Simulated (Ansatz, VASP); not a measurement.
## One calculation of Li3HSe, two programs

```
CELL_PARAMETERS angstrom
3.90454 0.00000 0.00000
0.00000 3.90454 0.00000
0.00000 0.00000 3.90454
ATOMIC_POSITIONS crystal
Li 0.00000 0.50000 0.50000
Li 0.50000 0.00000 0.50000
Li 0.50000 0.50000 0.00000
H 0.50000 0.50000 0.50000
Se 0.00000 0.00000 0.00000
```

Alike in both runs: task single point; functional PBE; k mesh 6 × 6 × 6; no spin polarisation.

|  | VASP | Ansatz |
| --- | --- | --- |
| version | VASP 6.6.1 | Ansatz 0.2.0 |
| potentials or method | VASP PAW PBE potentials, release 64 (Li_sv, H, Se) | plane waves, PAW |
| plane-wave cutoff (eV) | 520 | 420 |
| occupations | gaussian, width 0.01 eV | fixed |
| valence electrons in the cell | 16 | 26 |

```tsv
	VASP	Ansatz	Ansatz less VASP
gap on the k mesh at the Fermi level (eV)	3.56	3.55	-0.011
```

VASP's potentials hold 16 valence electrons a cell and Ansatz's 26, so a difference there can come from the potentials and not from the codes.

Noted on VASP's run: the cutoff is under 1.25 times that of the potentials, so the pressure is a little rough.
